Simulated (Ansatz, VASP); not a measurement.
**Two plane-wave programs on Ta2N**

File INCAR:

```
SYSTEM = Ta2N
ALGO = Normal
EDIFF = 1E-6
EDIFFG = -0.01
ENCUT = 600
GGA = RE
GGA_COMPAT = .FALSE.
IBRION = 2
ISIF = 3
ISMEAR = -5
IVDW = 12
LASPH = .TRUE.
LCHARG = .FALSE.
LMAXMIX = 4
LNONCOLLINEAR = .TRUE.
LORBIT = 11
LORBMOM = .TRUE.
LREAL = .FALSE.
LSORBIT = .TRUE.
LWAVE = .FALSE.
MAGMOM = 0 0 0 0 0 0 0 0 0
NELM = 150
NSW = 60
PREC = Accurate
SIGMA = 0.05
```

KPOINTS

```
k-points
0
G
  7 7 5
  0 0 0
```

POSCAR

```
Ta2N
1.0
    3.1128615060      0.0000000000      0.0000000000
   -1.5564307530      2.6958171426      0.0000000000
    0.0000000000      0.0000000000      4.8698410000
Ta N
2 1
Direct
    0.3333333333      0.6666666667      0.2547110000
    0.6666666667      0.3333333333      0.7452890000
    0.0000000000      0.0000000000      0.0000000000
```

File input.yaml:

```yaml
crystal:
  lattice:
    - [3.112861506, 0.0, 0.0]
    - [-1.556430753, 2.6958171426, 0.0]
    - [0.0, 0.0, 4.869841]
  atoms:
    - { symbol: Ta, position: [0.3333333333, 0.6666666667, 0.254711] }
    - { symbol: Ta, position: [0.6666666667, 0.3333333333, 0.745289] }
    - { symbol: "N", position: [0.0, 0.0, 0.0] }
hamiltonian:
  xc: revpbe
  pseudopotentials: { kind: paw_fr }
  dispersion: d3bj
magnetization:
  noncollinear: true
  spin_orbit: true
kpoints:
  mp_grid: { grid: [7, 7, 5] }
scf:
  occupations: { method: tetrahedron }
output:
  forces: true
  stress: true
relax:
  f_tol: 0.01
  max_steps: 40
  cell: { stress_tol: 0.05 }
```

Alike in both runs: task relaxation of cell and atoms; functional revPBE; dispersion D3(BJ); k mesh 7 × 7 × 5; occupations tetrahedron; non-collinear spin, spin-orbit coupling.

|  | VASP | Ansatz |
| --- | --- | --- |
| version | VASP 6.6.1 | Ansatz 0.2.0 |
| potentials or method | VASP PAW PBE potentials, release 64 (Ta_pv, N) | Ansatz PAW |
| plane-wave cutoff (eV) | 600 | 420 |
| valence electrons in the cell | 27 | 31 |

Ansatz gave:

```
net moment per atom (μB)                                     : 0.00
relaxed volume (Å³/atom)                                     : 13.09
relaxed cell length with the largest relative difference (Å) : 3.054
```

**Question.** What did VASP give for the same quantities?

**Answer.** net moment per atom (μB): 0.00; relaxed volume (Å³/atom): 13.14; relaxed cell length with the largest relative difference (Å): 3.059.

VASP's potentials were made for PBE, not for revPBE. VASP's potentials hold 27 valence electrons a cell and Ansatz's 31, so a difference there can come from the potentials and not from the codes.

Noted on Ansatz's run: the plane-wave basis is chosen anew once the cell has moved, so the energies of steps on either side of that aren't comparable.
